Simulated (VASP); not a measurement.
Wanted: the native input for a VASP 6.6.1 run.

```
Task                   : relaxation of cell and atoms
Functional             : PBE
Potentials or basis    : VASP PAW PBE potentials, release 64 (H, Mo_sv)
Cutoff                 : 600 eV
k mesh                 : 6 × 6 × 6
Occupations            : gaussian, width 0.1 eV
Spin                   : no spin polarisation
Dipole correction      : no
Further INCAR settings : ALGO = Normal; EDIFF = 1e-07; IBRION = 2; EDIFFG = -0.04; NSW = 90; ISIF = 3
```

The structure of MoH5 lies in POSCAR:

```
MoH5
1.0
    0.0000000000      3.0208249600      3.0208249600
    3.0208249600      0.0000000000      3.0208249600
    3.0208249600      3.0208249600      0.0000000000
H Mo
5 1
Direct
    0.1250000000      0.6250000000      0.6250000000
    0.6250000000      0.6250000000      0.6250000000
    0.6250000000      0.1250000000      0.6250000000
    0.6250000000      0.6250000000      0.1250000000
    0.2500000000      0.2500000000      0.2500000000
    0.0000000000      0.0000000000      0.0000000000
```

One way to write it, as run:

INCAR

```
SYSTEM = MoH5
  PREC = Accurate
  ENCUT = 600
  EDIFF = 1E-7
  ISMEAR = 0
  SIGMA = 0.1
  LREAL = .FALSE.
  LASPH = .TRUE.
  NELM = 80
  ALGO = Normal
  ISIF = 3
  LWAVE = .FALSE.
  LCHARG = .FALSE.
  GGA = PE
  IBRION = 2
  NSW = 90
  EDIFFG = -0.04
```

KPOINTS

```
Automatic mesh
0
G
  6 6 6
  0 0 0
```

Potentials or basis: VASP PAW PBE potentials, release 64 (H, Mo_sv).

Run with:

```sh
$ cat potpaw_PBE.64/H/POTCAR potpaw_PBE.64/Mo_sv/POTCAR > POTCAR
$ mpirun -np 1 vasp_std > vasp.out
```

Results of the run:

```json
{"Relaxed volume": "4.83 Å³/atom", "Relaxed cell": "a = 3.448 Å, b = 3.448 Å, c = 3.448 Å, α = 60.00°, β = 60.00°, γ = 60.00°", "Space group after relaxing (to 0.05 Å)": "F-43m (No. 216)", "Energy gained by relaxing": "767.7 meV/atom", "Ionic steps": "7", "Pressure after relaxing": "-0.4 GPa"}
```

Caveat: the volume moved by over 15 % at a fixed basis, so the end points are rough.

Run time: 59 s on 1 thread of Intel(R) Xeon(R) 6975P-C (Granite Rapids) (shared host), peak memory 0.23 GiB.
